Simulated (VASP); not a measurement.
# CdTe (I-4m2) in VASP: notebook

The runs below take CdTe through single point, with r2SCAN.

Program: VASP 6.6.1. These are calculated values, not measurements. Logs are shortened: lines on timing, memory, paths and dates and some standing lists are left out, and cuts for length are marked.

## Step 1: The cell of the first run

It takes space group I-4m2 (No. 119, tetragonal). Conventional cell: a = 4.589 Å, b = 4.589 Å, c = 6.647 Å, α = 90.00°, β = 90.00°, γ = 90.00°. Cd (site symmetry -4m2) has 4 Te at 2.83 Å within 3.7 Å. Te (site symmetry -4m2) has 4 Cd at 2.83 Å within 3.7 Å.

## Step 2: Single point, r2SCAN (film at in-plane strain -0.01)

POSCAR

```
CdTe
1.0
    3.2450950793      3.2450950793      0.0000000000
   -3.2450950793      3.2450950793      0.0000000000
    0.0000000000      3.2450950793      3.3235182323
Cd Te
1 1
Direct
    0.0000000000      0.0000000000      0.0000000000
    0.7500000000      0.2500000000      0.5000000000
```

INCAR.step1

```
SYSTEM = CdTe
PREC     = Accurate       ! precision mode
ENCUT    = 550            ! plane-wave cutoff, eV
ISMEAR   = 0              ! smearing method
SIGMA    = 0.01           ! smearing width, eV
LREAL    = .FALSE.        ! projectors in reciprocal space
LASPH    = .TRUE.         ! aspherical terms in the spheres
NELM     = 120            ! most SCF steps
NBANDS   = 16             ! bands
GGA      = PE             ! functional
ALGO     = Normal         ! electronic algorithm
EDIFF    = 1E-5           ! SCF threshold, eV
LWAVE    = .TRUE.         ! write WAVECAR
LCHARG   = .FALSE.        ! write CHGCAR
GGA_COMPAT= .FALSE.
```

INCAR.step2

```
SYSTEM = CdTe
PREC     = Accurate       ! precision mode
ENCUT    = 550            ! plane-wave cutoff, eV
EDIFF    = 1E-6           ! SCF threshold, eV
ISMEAR   = 0              ! smearing method
SIGMA    = 0.01           ! smearing width, eV
LREAL    = .FALSE.        ! projectors in reciprocal space
LASPH    = .TRUE.         ! aspherical terms in the spheres
NELM     = 120            ! most SCF steps
ALGO     = Normal         ! electronic algorithm
ISIF     = 2              ! what is computed and relaxed
LWAVE    = .FALSE.        ! write WAVECAR
LCHARG   = .FALSE.        ! write CHGCAR
METAGGA  = R2SCAN         ! meta-GGA
LMIXTAU  = .TRUE.       
NBANDS   = 16             ! bands
ISTART   = 1            
GGA_COMPAT= .FALSE.
```

KPOINTS

```
Automatic mesh
0
G
  6 6 6
  0 0 0
```

Potentials or basis: VASP PAW PBE potentials, release 64 (Cd, Te).

Launch:

```sh
$ cat potpaw_PBE.64/Cd/POTCAR potpaw_PBE.64/Te/POTCAR > POTCAR
$ cp INCAR.step1 INCAR
$ mpirun -np 1 vasp_std > vasp.out
$ cp INCAR.step2 INCAR
$ mpirun -np 1 vasp_std > vasp.out
```

OUTCAR:

```text
SYSTEM = CdTe
   PREC = Accurate
   ENCUT = 550
   EDIFF = 1E-6
   ISMEAR = 0
   LREAL = .FALSE.
   LASPH = .TRUE.
   NELM = 120
   ISIF = 2
   METAGGA = R2SCAN
   ISTART = 1

 ion  position               nearest neighbor table
   1  0.000  0.000  0.000-   2 2.83   2 2.83   2 2.83   2 2.83
   2  0.750  0.250  0.500-   1 2.83   1 2.83   1 2.83   1 2.83

  LATTYP: Found a body centered tetragonal cell.
 ALAT       =     4.5892574723
 C/A-ratio  =     1.4483903997

  Lattice vectors:

 A1 = (   3.2450950793,   0.0000000000,  -3.3235182323)
 A2 = (  -3.2450950793,   0.0000000000,  -3.3235182323)
 A3 = (   0.0000000000,   3.2450950793,   3.3235182323)

Analysis of symmetry for initial positions (statically):
=====================================================================
 Subroutine PRICEL returns:
 Original cell was already a primitive cell.

 Routine SETGRP: Setting up the symmetry group for a
 body centered tetragonal supercell.

 Subroutine GETGRP returns: Found  8 space group operations
 (whereof  8 operations were pure point group operations)
 out of a pool of 16 trial point group operations.

The static configuration has the point symmetry D_2d.

Analysis of symmetry for dynamics (positions and initial velocities):
=====================================================================
 Subroutine PRICEL returns:
 Original cell was already a primitive cell.

 Routine SETGRP: Setting up the symmetry group for a
 body centered tetragonal supercell.

 Subroutine GETGRP returns: Found  8 space group operations
 (whereof  8 operations were pure point group operations)
 out of a pool of 16 trial point group operations.

The dynamic configuration has the point symmetry D_2d.

 Subroutine INISYM returns: Found  8 space group operations
 (whereof  8 operations are pure point group operations),
 and found     1 'primitive' translations

----------------------------------------------------------------------------------------

                                     Primitive cell

  volume of cell :      69.9976

  direct lattice vectors                    reciprocal lattice vectors
     3.245095079  3.245095079  0.000000000     0.154078690  0.154078690 -0.150442984
    -3.245095079  3.245095079  0.000000000    -0.154078690  0.154078690 -0.150442984
     0.000000000  3.245095079  3.323518232     0.000000000  0.000000000  0.300885968

  length of vectors
     4.589257472  4.589257472  4.645042036     0.264789685  0.264789685  0.300885968

  position of ions in fractional coordinates (direct lattice)
     0.000000000  0.000000000  0.000000000
     0.750000000  0.250000000  0.500000000

  ion indices of the primitive-cell ions
   primitive index   ion index
                 1           1
                 2           2

----------------------------------------------------------------------------------------

 KPOINTS: Automatic mesh

Automatic generation of k-mesh.
 Grid dimensions read from file:
 generate k-points for:    6    6    6

 Generating k-lattice:

  Cartesian coordinates                     Fractional coordinates (reciprocal lattice)
     0.025679782  0.025679782 -0.025073831     0.166666667  0.000000000  0.000000000
    -0.025679782  0.025679782 -0.025073831     0.000000000  0.166666667  0.000000000
     0.000000000  0.000000000  0.050147661     0.000000000  0.000000000  0.166666667

  Length of vectors
     0.044131614  0.044131614  0.050147661

  Shift w.r.t. Gamma in fractional coordinates (k-lattice)
     0.000000000  0.000000000  0.000000000

 Subroutine IBZKPT returns following result:
 ===========================================

 Found     30 irreducible k-points:

 Following reciprocal coordinates:
            Coordinates               Weight
  0.000000  0.000000  0.000000      1.000000
  0.166667  0.000000  0.000000      8.000000
  0.333333  0.000000  0.000000      8.000000
  0.500000  0.000000  0.000000      4.000000
  0.166667  0.166667  0.000000      8.000000
  0.333333  0.166667  0.000000     16.000000
[... 16 lines left out ...]
 -0.333333 -0.333333  0.166667      4.000000
 -0.166667 -0.333333  0.166667     16.000000
 [... further k-points ...]
   k-points           NKPTS =     30   k-points in BZ     NKDIM =     30   number of bands    NBANDS=     16
   number of dos      NEDOS =    301   number of ions     NIONS =      2
   total plane-waves  NPLWV =  46656
   dimension x,y,z NGX =    36 NGY =   36 NGZ =   36
   dimension x,y,z NGXF=    72 NGYF=   72 NGZF=   72
   ions per type =               1   1
   NGX,Y,Z   is equivalent  to a cutoff of  13.04, 13.04, 12.88 a.u.
   NGXF,Y,Z  is equivalent  to a cutoff of  26.08, 26.08, 25.77 a.u.
 SYSTEM =  CdTe
   PREC   = accura    normal or accurate (medium, high low for compatibility)
   ISTART =      1    job   : 0-new  1-cont  2-samecut
   ICHARG =      0    charge: 1-file 2-atom 10-const
   ISPIN  =      1    spin polarized calculation?
   LNONCOLLINEAR =      F non collinear calculations
   LSORBIT =      F    spin-orbit coupling
   LASPH  =      T    aspherical Exc in radial PAW
   ENCUT  =  550.0 eV  40.42 Ry    6.36 a.u.   8.78  8.78  8.88*2*pi/ulx,y,z
   NELM   =    120;   NELMIN=  2; NELMDL=  0     # of ELM steps
   EDIFF  = 0.1E-05   stopping-criterion for ELM
   LREAL  =      F    real-space projection
   EDIFFG = 0.1E-04   stopping-criterion for IOM
   NSW    =      0    number of steps for IOM
   IBRION =     -1    ionic relax: 0-MD 1-quasi-New 2-CG
   NFREE  =      0    steps in history (QN), initial steepest desc. (CG)
   ISIF   =      2    stress and relaxation
   ISYM   =      2    0-nonsym 1-usesym 2-fastsym
   POTIM  = 0.5000    time-step for ionic-motion
   TEBEG  =    0.0;   TEEND  =   0.0 temperature during run
   PSTRESS=    0.0 pullay stress
   NELECT =      18.0000    total number of electrons
   NUPDOWN=      -1.0000    fix difference up-down
   EMIN   =  10.00;   EMAX   =-10.00  energy-range for DOS
   EFERMI =   0.00;   METHOD = LEGACY
   ISMEAR =     0;   SIGMA  =   0.01  broadening in eV -4-tet -1-fermi 0-gaus
   EFERMI_NEDOS =   21; number of points for ismear=-14 and -15
   IALGO  =     38    algorithm
   IMIX   =      4    mixing-type and parameters
     AMIX     =   0.40;   BMIX     =  1.00
     AMIX_MAG =   1.60;   BMIX_MAG =  1.00
  volume/ion in A,a.u.               =      35.00       236.18
  Fermi-wavevector in a.u.,A,eV,Ry     =   1.041049  1.967298 14.745776  1.083784
  Thomas-Fermi vector in A             =   2.175653
   LORBIT       =      0    0 simple, 1 ext, 2 COOP (PROOUT), +10 PAW based schemes
   METAGGA = R2SCAN    functional components
   LHFCALC =     F    Hartree Fock is set to
   AEXX    =    0.0000 exact exchange contribution
   IVDW    =     0    specifies the selected vdW correction
   LEPSILON=     F    determine dielectric tensor
   LRPA    =     F    only Hartree local field effects (RPA)
 non-spin polarized calculation
 Gauss-broadening in eV      SIGMA  =   0.01
  energy-cutoff  :      550.00
  volume of cell :       70.00
 maximum number of plane-waves:      2077
   NGX = 17   NGY = 17   NGZ = 17

 number of electron      18.0000004 magnetization

 Free energy of the ion-electron system (eV)
  ---------------------------------------------------
  ext. energy  EPLUGINS =         0.00000000
  ---------------------------------------------------
  free energy    TOTEN  =       -46.63917774 eV

  energy without entropy =      -46.63917774  energy(sigma->0) =      -46.63917774

 E-fermi :   1.9818     XC(G=0):  -8.9732

 val. band max:        1.8763483156   @ k =   0.0000   0.0000   0.0000
 cond. band min:       3.0266486618   @ k =   0.0000   0.0000   0.0000
 fundamental gap:      1.1503003462
 Fermi energy:         1.9818203976

 k-point     1 :       0.0000    0.0000    0.0000
  band No.  band energies     occupation
      1      -9.5133      2.00000
      2      -6.6264      2.00000
      3      -6.6202      2.00000
      4      -6.6202      2.00000
      5      -6.3610      2.00000
      6      -6.3591      2.00000
[... 8 lines left out ...]
     15      11.4475      0.00000
     16      11.7976      0.00000

 k-point     2 :       0.1667    0.0000    0.0000
  band No.  band energies     occupation
      1      -9.4165      2.00000
      2      -6.6063      2.00000
      3      -6.6018      2.00000
      4      -6.5346      2.00000
      5      -6.3610      2.00000
      6      -6.3607      2.00000
[... 8 lines left out ...]
     15      10.8102      0.00000
     16      10.8490      0.00000

 k-point     3 :       0.3333    0.0000    0.0000
  band No.  band energies     occupation
      1      -9.2242      2.00000
      2      -6.5748      2.00000
      3      -6.5693      2.00000
      4      -6.3587      2.00000
      5      -6.3564      2.00000
      6      -6.2502      2.00000
[... 8 lines left out ...]
     15      11.1800      0.00000
     16      11.2160      0.00000

 k-point     4 :       0.5000    0.0000    0.0000
  band No.  band energies     occupation
      1      -9.1306      2.00000
      2      -6.5624      2.00000
      3      -6.5561      2.00000
      4      -6.3542      2.00000
      5      -6.3492      2.00000
      6      -6.0081      2.00000
[... 8 lines left out ...]
     15      12.5951      0.00000
     16      12.7401      0.00000
[... 324 lines left out ...]
 k-point    22 :      -0.1667    0.5000    0.1667
  band No.  band energies     occupation
      1      -9.1019      2.00000
      2      -6.5248      2.00000
      3      -6.5232      2.00000
      4      -6.4004      2.00000
      5      -6.3468      2.00000
      6      -6.0316      2.00000
[... 8 lines left out ...]
     15      12.7943      0.00000
     16      13.7174      0.00000

 k-point    23 :      -0.3333   -0.3333    0.1667
  band No.  band energies     occupation
      1      -9.0153      2.00000
      2      -6.4945      2.00000
      3      -6.4868      2.00000
      4      -6.4090      2.00000
      5      -6.3451      2.00000
      6      -5.8043      2.00000
[... 8 lines left out ...]
     15      13.1966      0.00000
     16      13.5899      0.00000

 k-point    24 :      -0.1667   -0.3333    0.1667
  band No.  band energies     occupation
      1      -9.0462      2.00000
      2      -6.5177      2.00000
      3      -6.5067      2.00000
      4      -6.3820      2.00000
      5      -6.3564      2.00000
      6      -5.8607      2.00000
[... 8 lines left out ...]
     15      12.8141      0.00000
     16      13.4430      0.00000

 [... further k-points ...]
[... 5 lines left out ...]
  --------------------------------------------------------------------------------------
  -------------------------------------------------------------------------------------
  Total        0.2287109      0.2287109      0.0452040      0.0000000     -0.0000000      0.0000000
  in kB        5.2349734      5.2349734      1.0346772      0.0000000     -0.0000000      0.0000000
  external PRESSURE =       3.8348746 kB  Pullay stress =       0.0000000 kB

 VOLUME and BASIS-vectors are now :
 -----------------------------------------------------------------------------
  energy-cutoff  :      550.00
  volume of cell :       70.00
      direct lattice vectors                 reciprocal lattice vectors
     3.245095079  3.245095079  0.000000000     0.154078690  0.154078690 -0.150442984
    -3.245095079  3.245095079  0.000000000    -0.154078690  0.154078690 -0.150442984
     0.000000000  3.245095079  3.323518232     0.000000000  0.000000000  0.300885968

 POSITION                                       TOTAL-FORCE (eV/Angst)
 -----------------------------------------------------------------------------------
      0.00000      0.00000      0.00000         0.000000      0.000000      0.000000
      1.62255      4.86764      1.66176        -0.000000     -0.000000      0.000000
 -----------------------------------------------------------------------------------
    total drift:                               -0.000000      0.000000      0.000000

  FREE ENERGIE OF THE ION-ELECTRON SYSTEM (eV)
  ---------------------------------------------------
  free  energy   TOTEN  =       -46.6391777430 eV

  energy  without entropy=      -46.6391777430  energy(sigma->0) =      -46.63917774
```

It took 1.9 min on 1 thread of AMD EPYC 9R45 (Zen 5), shared host; peak memory 0.2 GiB.

Results:

```
Free energy            : -46.6392 eV
Pressure               : 0.4 GPa
Band gap on the k mesh : 1.15 eV
```

Caveat: the cell differs from its parent crystal (film at in-plane strain -0.01); the PAW data sets were made with another functional, which shifts forces and pressure a little; spin-orbit coupling is left out, which moves the levels of the heavy elements.

## Step 3: Single point, r2SCAN (in-plane strain -0.005, then relaxed in part)

POSCAR

```
CdTe
1.0
    3.2614844484      3.2614844484      0.0000000000
   -3.2614844484      3.2614844484      0.0000000000
    0.0000000000      3.2614844484      3.3019080850
Cd Te
1 1
Direct
    0.0000000000      0.0000000000      0.0000000000
    0.7500000000      0.2500000000      0.5000000000
```

INCAR.step1

```
PREC = Accurate
ENCUT = 550
ISMEAR = 0
SIGMA = 0.01
LREAL = False
LASPH = True
NELM = 120
NBANDS = 16
GGA = PE
ALGO = Normal
EDIFF = 1E-5
LWAVE = True
LCHARG = False
GGA_COMPAT = False
```

INCAR.step2

```
PREC = Accurate
ENCUT = 550
EDIFF = 1E-6
ISMEAR = 0
SIGMA = 0.01
LREAL = False
LASPH = True
NELM = 120
ALGO = Normal
ISIF = 2
LWAVE = False
LCHARG = True
METAGGA = R2SCAN
LMIXTAU = True
LELF = True
LVHAR = True
NBANDS = 16
ISTART = 1
GGA_COMPAT = False
```

KPOINTS

```
Automatic mesh
0
Gamma
  6 6 6
```

Potentials or basis: VASP PAW PBE potentials, release 64 (Cd, Te).

Launch:

```sh
$ cat potpaw_PBE.64/Cd/POTCAR potpaw_PBE.64/Te/POTCAR > POTCAR
$ cp INCAR.step1 INCAR
$ mpirun -np 1 vasp_std > vasp.out
$ cp INCAR.step2 INCAR
$ mpirun -np 1 vasp_std > vasp.out
```

It took 2 min on 1 thread of AMD EPYC 9R45 (Zen 5), shared host; peak memory 0.2 GiB.

It converged, with:

```yaml
Free_energy: -46.6408 eV
Pressure: 0.2 GPa
Band_gap_on_the_k_mesh: 1.15 eV
```

Stress tensor (GPa, compression positive):
```
0.31 0.00 0.00
0.00 0.31 0.00
0.00 0.00 0.10
```

Levels at points of the mesh, in eV from the valence-band top:
```
           k point  band 6  band 7  band 8  band 9  band 10  band 11  band 12  band 13
(0.00, 0.00, 0.00)   -8.21   -0.04    0.00    0.00     1.15     5.04     5.04     5.04
(0.50, 0.00, 0.00)   -7.87   -4.33   -0.79   -0.73     2.18     5.55     5.62     7.37
(0.50, 0.50, 0.00)   -7.72   -4.19   -1.84   -1.83     2.92     2.94     9.29     9.59
(0.00, 0.00, 0.50)   -7.74   -4.25   -1.78   -1.78     2.96     3.04     9.20     9.64
```

Caveat: the cell differs from its parent crystal (in-plane strain -0.005, then relaxed in part); the PAW data sets were made with another functional, which shifts forces and pressure a little; spin-orbit coupling is left out, which moves the levels of the heavy elements.

(Continued in part 2 of 2.)
